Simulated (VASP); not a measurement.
# SiGe (P6_3mc) in VASP: a series of runs

Runs on SiGe. Level: PBEsol. Tasks: single point.

Program: VASP 6.6.1. These are calculated values, not measurements. Logs are shortened: lines on timing, memory, paths and dates and some standing lists are left out, and cuts for length are marked.

## Step 1: The cell of the first run

It takes space group P6_3mc (No. 186, hexagonal). The conventional cell has a = 3.842 Å, b = 3.842 Å, c = 6.466 Å, α = 90.00°, β = 90.00°, γ = 120.00°. Si (site symmetry 3m) has 4 Ge at 2.37 to 2.40 Å within 3.1 Å. Within 3.1 Å of Ge (site symmetry 3m) lie 4 Si at 2.37 to 2.40 Å.

## Step 2: Single point, PBEsol (strained cell)

File INCAR:

```
  ALGO = Normal
  EDIFF = 1E-6
  ENCUT = 500
  GGA = PS
  GGA_COMPAT = F
  ISIF = 2
  ISMEAR = 0
  LASPH = T
  LCHARG = F
  LREAL = F
  LWAVE = F
  NBANDS = 26
  NELM = 120
  PREC = Accurate
  SIGMA = 0.02
```

File KPOINTS:

```
k-points
0
Gamma
  9 9 6
```

File POSCAR:

```
SiGe
1.0
    3.8420878787      0.0000000000      0.0000000000
   -1.9210439394      3.3273457065      0.0000000000
    0.0000000000      0.0000000000      6.4658533828
Si Ge
2 2
Direct
    0.3333333333      0.6666666667      0.0012601284
    0.6666666667      0.3333333333      0.5012601284
    0.3333333333      0.6666666667      0.3727398716
    0.6666666667      0.3333333333      0.8727398716
```

Potentials or basis: VASP PAW PBE potentials, release 64 (Si, Ge_d).

Run with:

```console
$ cat potpaw_PBE.64/Si/POTCAR potpaw_PBE.64/Ge_d/POTCAR > POTCAR
$ mpirun -np 1 vasp_std > vasp.out
```

OUTCAR:

```text
EDIFF = 1E-6
   ENCUT = 500
   GGA = PS
   ISIF = 2
   ISMEAR = 0
   LASPH = T
   LREAL = F
   NELM = 120
   PREC = Accurate

 ion  position               nearest neighbor table
   1  0.333  0.667  0.001-   4 2.37   4 2.37   4 2.37   3 2.40
   2  0.667  0.333  0.501-   3 2.37   3 2.37   3 2.37   4 2.40
   3  0.333  0.667  0.373-   2 2.37   2 2.37   2 2.37   1 2.40
   4  0.667  0.333  0.873-   1 2.37   1 2.37   1 2.37   2 2.40

  LATTYP: Found a hexagonal cell.
 ALAT       =     3.8420878787
 C/A-ratio  =     1.6829009609

  Lattice vectors:

 A1 = (   3.8420878787,   0.0000000000,   0.0000000000)
 A2 = (  -1.9210439394,   3.3273457065,   0.0000000000)
 A3 = (   0.0000000000,   0.0000000000,   6.4658533828)

Analysis of symmetry for initial positions (statically):
=====================================================================
 Subroutine PRICEL returns:
 Original cell was already a primitive cell.

 Routine SETGRP: Setting up the symmetry group for a
 hexagonal supercell.

 Subroutine GETGRP returns: Found 12 space group operations
 (whereof  6 operations were pure point group operations)
 out of a pool of 24 trial point group operations.

The static configuration has the point symmetry C_3v.
 The point group associated with its full space group is C_6v.

Analysis of symmetry for dynamics (positions and initial velocities):
=====================================================================
 Subroutine PRICEL returns:
 Original cell was already a primitive cell.

 Routine SETGRP: Setting up the symmetry group for a
 hexagonal supercell.

 Subroutine GETGRP returns: Found 12 space group operations
 (whereof  6 operations were pure point group operations)
 out of a pool of 24 trial point group operations.

The dynamic configuration has the point symmetry C_3v.
 The point group associated with its full space group is C_6v.

 Subroutine INISYM returns: Found 12 space group operations
 (whereof  6 operations are pure point group operations),
 and found     1 'primitive' translations

----------------------------------------------------------------------------------------

                                     Primitive cell

  volume of cell :      82.6592

[... 82 lines left out ...]
 SYSTEM =  unknown system
   PREC   = accura    normal or accurate (medium, high low for compatibility)
   ISTART =      0    job   : 0-new  1-cont  2-samecut
   ICHARG =      2    charge: 1-file 2-atom 10-const
   ISPIN  =      1    spin polarized calculation?
   LNONCOLLINEAR =      F non collinear calculations
   LSORBIT =      F    spin-orbit coupling
   LASPH  =      T    aspherical Exc in radial PAW
   ENCUT  =  500.0 eV  36.75 Ry    6.06 a.u.   7.01  7.01 11.79*2*pi/ulx,y,z
   NELM   =    120;   NELMIN=  2; NELMDL= -5     # of ELM steps
   EDIFF  = 0.1E-05   stopping-criterion for ELM
   LREAL  =      F    real-space projection
   EDIFFG = 0.1E-04   stopping-criterion for IOM
   NSW    =      0    number of steps for IOM
   IBRION =     -1    ionic relax: 0-MD 1-quasi-New 2-CG
   NFREE  =      0    steps in history (QN), initial steepest desc. (CG)
   ISIF   =      2    stress and relaxation
   ISYM   =      2    0-nonsym 1-usesym 2-fastsym
   POTIM  = 0.5000    time-step for ionic-motion
   TEBEG  =    0.0;   TEEND  =   0.0 temperature during run
   PSTRESS=    0.0 pullay stress
   NELECT =      36.0000    total number of electrons
   NUPDOWN=      -1.0000    fix difference up-down
   EMIN   =  10.00;   EMAX   =-10.00  energy-range for DOS
   EFERMI =   0.00;   METHOD = LEGACY
   ISMEAR =     0;   SIGMA  =   0.02  broadening in eV -4-tet -1-fermi 0-gaus
   EFERMI_NEDOS =   21; number of points for ismear=-14 and -15
   IALGO  =     38    algorithm
   IMIX   =      4    mixing-type and parameters
     AMIX     =   0.40;   BMIX     =  1.00
     AMIX_MAG =   1.60;   BMIX_MAG =  1.00
  volume/ion in A,a.u.               =      20.66       139.45
  Fermi-wavevector in a.u.,A,eV,Ry     =   1.240924  2.345007 20.951520  1.539893
  Thomas-Fermi vector in A             =   2.375344
   LORBIT       =      0    0 simple, 1 ext, 2 COOP (PROOUT), +10 PAW based schemes
   GGA     = PS    functional components
   LHFCALC =     F    Hartree Fock is set to
   AEXX    =    0.0000 exact exchange contribution
   IVDW    =     0    specifies the selected vdW correction
   LEPSILON=     F    determine dielectric tensor
   LRPA    =     F    only Hartree local field effects (RPA)
 non-spin polarized calculation
 Gauss-broadening in eV      SIGMA  =   0.02
  energy-cutoff  :      500.00
  volume of cell :       82.66
 maximum number of plane-waves:      2112
 NGX is ok and might be reduce to    28
   NGX = 13   NGY = 13   NGZ = 23

 number of electron      36.0000007 magnetization

 Free energy of the ion-electron system (eV)
  ---------------------------------------------------
  ext. energy  EPLUGINS =         0.00000000
  ---------------------------------------------------
  free energy    TOTEN  =       -21.23349329 eV

  energy without entropy =      -21.23349329  energy(sigma->0) =      -21.23349329

 E-fermi :   5.9721     XC(G=0):  -9.9988

 val. band max:        5.8891516679   @ k =   0.0000   0.0000   0.0000
 cond. band min:       6.2047402502   @ k =   0.4444  -0.0000   0.3333
 fundamental gap:      0.3155885824
 Fermi energy:         5.9721019780

 k-point     1 :       0.0000    0.0000    0.0000
  band No.  band energies     occupation
      1     -18.7181      2.00000
      2     -18.7177      2.00000
      3     -18.7138      2.00000
      4     -18.7138      2.00000
      5     -18.7105      2.00000
      6     -18.7105      2.00000
[... 685 lines left out ...]
     25      13.2102      0.00000
     26      13.3400      0.00000

 [... further k-points ...]
[... 5 lines left out ...]
  --------------------------------------------------------------------------------------
  -------------------------------------------------------------------------------------
  Total        1.6590178      1.6590178      0.0989957     -0.0000000      0.0000000      0.0000000
  in kB       32.1566316     32.1566316      1.9188271     -0.0000000      0.0000000      0.0000000
  external PRESSURE =      22.0773634 kB  Pullay stress =       0.0000000 kB

 VOLUME and BASIS-vectors are now :
 -----------------------------------------------------------------------------
  energy-cutoff  :      500.00
  volume of cell :       82.66
      direct lattice vectors                 reciprocal lattice vectors
     3.842087879  0.000000000  0.000000000     0.260275150  0.150269928  0.000000000
    -1.921043939  3.327345707  0.000000000     0.000000000  0.300539856  0.000000000
     0.000000000  0.000000000  6.465853383     0.000000000  0.000000000  0.154658626

 POSITION                                       TOTAL-FORCE (eV/Angst)
 -----------------------------------------------------------------------------------
     -0.00000      2.21823      0.00815        -0.000000      0.000000     -0.000267
      1.92104      1.10912      3.24107         0.000000     -0.000000     -0.000267
     -0.00000      2.21823      2.41008        -0.000000     -0.000000      0.000267
      1.92104      1.10912      5.64301         0.000000      0.000000      0.000267
 -----------------------------------------------------------------------------------
    total drift:                               -0.000000     -0.000000     -0.003064

  FREE ENERGIE OF THE ION-ELECTRON SYSTEM (eV)
  ---------------------------------------------------
  free  energy   TOTEN  =       -21.2334932935 eV

  energy  without entropy=      -21.2334932935  energy(sigma->0) =      -21.23349329
```

OSZICAR:

```text
N       E                     dE             d eps       ncg     rms          rms(c)
DAV:   1     0.258744952418E+03    0.25874E+03   -0.17380E+04  2926   0.293E+03
DAV:   2     0.204589067087E+02   -0.23829E+03   -0.22888E+03  2512   0.625E+02
DAV:   3    -0.200091393927E+02   -0.40468E+02   -0.39999E+02  2974   0.152E+02
DAV:   4    -0.216056534321E+02   -0.15965E+01   -0.15935E+01  3018   0.332E+01
DAV:   5    -0.216386872244E+02   -0.33034E-01   -0.33025E-01  3038   0.542E+00    0.604E+00
DAV:   6    -0.213611749194E+02    0.27751E+00   -0.11574E-01  2936   0.243E+00    0.352E+00
DAV:   7    -0.212309939099E+02    0.13018E+00   -0.20484E-01  2704   0.282E+00    0.235E-01
DAV:   8    -0.212332056222E+02   -0.22117E-02   -0.18587E-02  3066   0.134E+00    0.121E-01
DAV:   9    -0.212333738716E+02   -0.16825E-03   -0.48122E-04  3242   0.191E-01    0.910E-02
DAV:  10    -0.212334717162E+02   -0.97845E-04   -0.85372E-05  3134   0.705E-02    0.274E-02
DAV:  11    -0.212334917337E+02   -0.20018E-04   -0.21154E-05  2454   0.253E-02    0.483E-03
DAV:  12    -0.212334930534E+02   -0.13197E-05   -0.16355E-06  2576   0.863E-03    0.178E-03
DAV:  13    -0.212334932935E+02   -0.24007E-06   -0.29990E-07  1760   0.349E-03
   1 F= -.21233493E+02 E0= -.21233493E+02  d E =-.157080E-11
```

stdout:

```text
POSCAR found type information on POSCAR SiGe
 POSCAR found :  2 types and       4 ions
 scaLAPACK will be used
 -----------------------------------------------------------------------------
|                                                                             |
|                                                                             |
|     You enforced a specific xc type in the INCAR file but a different       |
|     I HOPE YOU KNOW WHAT YOU ARE DOING!                                     |
|                                                                             |
 -----------------------------------------------------------------------------

 LDA part: xc-table for (Slater+PW92), standard interpolation
 POSCAR, INCAR and KPOINTS ok, starting setup
 FFT: planning ... GRIDC
 FFT: planning ... GRID_SOFT
 FFT: planning ... GRID
 WAVECAR not read
 entering main loop
```

Wall time 1.8 min (1 thread of Intel Xeon 8259CL, shared host); peak memory 0.23 GiB.

What came out:

| Quantity | Value |
| --- | --- |
| Free energy | -21.2335 eV |
| Pressure | 2.2 GPa |
| Band gap on the k mesh | 0.32 eV (least direct gap 0.66 eV) |

Caveat: the cell differs from its parent crystal (strained cell); the PAW data sets were made with another functional, which shifts forces and pressure a little; an odd mesh through Γ misses points on the zone boundary, where band edges can lie.

## Step 3: Single point, PBEsol (strained cell)

File INCAR:

```
PREC = Accurate ; ENCUT = 500
EDIFF = 1E-6 ; ISMEAR = 0
SIGMA = 0.02 ; LREAL = False
LASPH = True ; NELM = 120
ALGO = Normal ; ISIF = 2
LWAVE = False ; LCHARG = False
GGA = PS ; NBANDS = 26
GGA_COMPAT = False
```

File KPOINTS:

```
regular mesh
0
Gamma
  9 9 6
```

File POSCAR:

```
SiGe
1.0
    3.8420878787      0.0000000000      0.0000000000
   -1.9210439394      3.3273457065      0.0000000000
    0.0000000000      0.0000000000      6.5007602900
Si Ge
2 2
Direct
    0.3333333333      0.6666666667      0.0015684397
    0.6666666667      0.3333333333      0.5015684397
    0.3333333333      0.6666666667      0.3724315603
    0.6666666667      0.3333333333      0.8724315603
```

Potentials or basis: VASP PAW PBE potentials, release 64 (Si, Ge_d).

Run with:

```console
$ cat potpaw_PBE.64/Si/POTCAR potpaw_PBE.64/Ge_d/POTCAR > POTCAR
$ mpirun -np 1 vasp_std > vasp.out
```

OUTCAR:

```text
PREC = Accurate
   ENCUT = 500
   EDIFF = 1E-6
   ISMEAR = 0
   LREAL = False
   LASPH = True
   NELM = 120
   ISIF = 2
   GGA = PS

 ion  position               nearest neighbor table
   1  0.333  0.667  0.002-   4 2.37   4 2.37   4 2.37   3 2.41
   2  0.667  0.333  0.502-   3 2.37   3 2.37   3 2.37   4 2.41
   3  0.333  0.667  0.372-   2 2.37   2 2.37   2 2.37   1 2.41
   4  0.667  0.333  0.872-   1 2.37   1 2.37   1 2.37   2 2.41

  LATTYP: Found a hexagonal cell.
[... 897 lines left out ...]
  FORCE on cell =-STRESS in cart. coord.  units (eV):
  Direction    XX          YY          ZZ          XY          YZ          ZX
  --------------------------------------------------------------------------------------
  -------------------------------------------------------------------------------------
  Total        1.5683369      1.5683369     -0.4559011     -0.0000000      0.0000000      0.0000000
  in kB       30.2357378     30.2357378     -8.7892504     -0.0000000      0.0000000      0.0000000
  external PRESSURE =      17.2274084 kB  Pullay stress =       0.0000000 kB

 VOLUME and BASIS-vectors are now :
 -----------------------------------------------------------------------------
  energy-cutoff  :      500.00
  volume of cell :       83.11
      direct lattice vectors                 reciprocal lattice vectors
     3.842087879  0.000000000  0.000000000     0.260275150  0.150269928  0.000000000
    -1.921043939  3.327345707  0.000000000     0.000000000  0.300539856  0.000000000
     0.000000000  0.000000000  6.500760290     0.000000000  0.000000000  0.153828161

 POSITION                                       TOTAL-FORCE (eV/Angst)
 -----------------------------------------------------------------------------------
     -0.00000      2.21823      0.01020        -0.000000     -0.000000     -0.000938
      1.92104      1.10912      3.26058        -0.000000     -0.000000     -0.000938
     -0.00000      2.21823      2.42109        -0.000000      0.000000      0.000938
      1.92104      1.10912      5.67147         0.000000     -0.000000      0.000938
 -----------------------------------------------------------------------------------
    total drift:                                0.000000      0.000000     -0.002332

  FREE ENERGIE OF THE ION-ELECTRON SYSTEM (eV)
  ---------------------------------------------------
  free  energy   TOTEN  =       -21.2326960965 eV

  energy  without entropy=      -21.2326960965  energy(sigma->0) =      -21.23269610
```

OSZICAR:

```text
N       E                     dE             d eps       ncg     rms          rms(c)
DAV:   1     0.258909515936E+03    0.25891E+03   -0.17190E+04  2892   0.292E+03
DAV:   2     0.198147437793E+02   -0.23909E+03   -0.23072E+03  2536   0.618E+02
DAV:   3    -0.200329880376E+02   -0.39848E+02   -0.39423E+02  2982   0.152E+02
DAV:   4    -0.216006713491E+02   -0.15677E+01   -0.15651E+01  2974   0.331E+01
DAV:   5    -0.216335746976E+02   -0.32903E-01   -0.32893E-01  3038   0.541E+00    0.600E+00
DAV:   6    -0.213589337674E+02    0.27464E+00   -0.11496E-01  2900   0.243E+00    0.349E+00
DAV:   7    -0.212302251024E+02    0.12871E+00   -0.20593E-01  2702   0.284E+00    0.236E-01
DAV:   8    -0.212324001125E+02   -0.21750E-02   -0.18760E-02  3082   0.133E+00    0.124E-01
DAV:   9    -0.212325738318E+02   -0.17372E-03   -0.50335E-04  3250   0.195E-01    0.917E-02
DAV:  10    -0.212326769349E+02   -0.10310E-03   -0.87654E-05  3204   0.673E-02    0.267E-02
DAV:  11    -0.212326945422E+02   -0.17607E-04   -0.20400E-05  2476   0.249E-02    0.444E-03
DAV:  12    -0.212326958806E+02   -0.13384E-05   -0.17144E-06  2570   0.855E-03    0.169E-03
DAV:  13    -0.212326960965E+02   -0.21585E-06   -0.28574E-07  1732   0.319E-03
   1 F= -.21232696E+02 E0= -.21232696E+02  d E =-.824833E-15
```

stdout:

```text
POSCAR found type information on POSCAR SiGe
 POSCAR found :  2 types and       4 ions
 scaLAPACK will be used
 -----------------------------------------------------------------------------
|                                                                             |
|                                                                             |
|     You enforced a specific xc type in the INCAR file but a different       |
|     I HOPE YOU KNOW WHAT YOU ARE DOING!                                     |
|                                                                             |
 -----------------------------------------------------------------------------

 LDA part: xc-table for (Slater+PW92), standard interpolation
 POSCAR, INCAR and KPOINTS ok, starting setup
 FFT: planning ... GRIDC
 FFT: planning ... GRID_SOFT
 FFT: planning ... GRID
 WAVECAR not read
 entering main loop
```

Run time: 1.7 min. Hardware: 1 thread of Intel Xeon 8259CL, shared host; peak memory 0.23 GiB.

Results:

```yaml
Free_energy: -21.2327 eV
Pressure: 1.7 GPa
Band_gap_on_the_k_mesh: 0.29 eV (least direct gap 0.70 eV)
```

Caveat: the cell differs from its parent crystal (strained cell); the PAW data sets were made with another functional, which shifts forces and pressure a little; an odd mesh through Γ misses points on the zone boundary, where band edges can lie.

## Step 4: Single point, PBEsol (strained cell)

File INCAR:

```
PREC = Accurate
ENCUT = 500
EDIFF = 1E-6
ISMEAR = 0
SIGMA = 0.02
LREAL = False
LASPH = True
NELM = 120
ALGO = Normal
ISIF = 2
LWAVE = False
LCHARG = False
GGA = PS
NBANDS = 26
GGA_COMPAT = False
```

File KPOINTS:

```
Automatic mesh
0
Gamma
  9 9 6
```

File POSCAR:

```
SiGe
1.0
    3.8420878787      0.0000000000      0.0000000000
   -1.9210439394      3.3273457065      0.0000000000
    0.0000000000      0.0000000000      6.4743119853
Si Ge
2 2
Direct
    0.3333333333      0.6666666667      0.0013359029
    0.6666666667      0.3333333333      0.5013359029
    0.3333333333      0.6666666667      0.3726640971
    0.6666666667      0.3333333333      0.8726640971
```

Run with:

```console
$ cat potpaw_PBE.64/Si/POTCAR potpaw_PBE.64/Ge_d/POTCAR > POTCAR
$ mpirun -np 1 vasp_std > vasp.out
```

It took 1.7 min on 1 thread of Intel Xeon 8259CL, shared host; peak memory 0.23 GiB.

It converged, with:

```
Free energy            : -21.2336 eV
Pressure               : 2.1 GPa
Band gap on the k mesh : 0.31 eV (least direct gap 0.67 eV)
```

Stress tensor (GPa, compression positive):
```
 3.17  0.00  0.00
 0.00  3.17  0.00
 0.00  0.00 -0.07
```

Levels at points of the mesh, in eV from the valence-band top:
```tsv
k point	band 14	band 15	band 16	band 17	band 18	band 19	band 20	band 21	band 22	band 23
(0.00, 0.00, 0.00)	-1.56	-1.56	-0.52	0.00	0.00	0.67	1.41	2.06	2.06	2.73
(0.00, 0.00, 0.50)	-4.82	-0.95	-0.95	-0.95	-0.95	1.44	1.44	3.10	3.10	3.10
```

Caveat: the cell differs from its parent crystal (strained cell); the PAW data sets were made with another functional, which shifts forces and pressure a little; an odd mesh through Γ misses points on the zone boundary, where band edges can lie.

## Step 5: The runs side by side

```csv
cell,gap on the mesh (eV),pressure (GPa)
"a = 3.842, b = 3.842, c = 6.466 Å, angles 90.0, 90.0, 120.0°, 4 atoms",0.32,2.2
"a = 3.842, b = 3.842, c = 6.501 Å, angles 90.0, 90.0, 120.0°, 4 atoms",0.29,1.7
"a = 3.842, b = 3.842, c = 6.474 Å, angles 90.0, 90.0, 120.0°, 4 atoms",0.31,2.1
```

Alike in all rows: task single point; level PBEsol; potentials or basis VASP PAW PBE potentials, release 64 (Si, Ge_d); no spin polarisation; k mesh 9 × 9 × 6; cutoff (eV) 500; smearing gaussian 0.02 eV.

Caveats: the PAW data sets were made with another functional, which shifts forces and pressure a little; an odd mesh through Γ misses points on the zone boundary, where band edges can lie.

Total energies depend on the potentials used, so only differences within one code and one set of settings carry meaning.
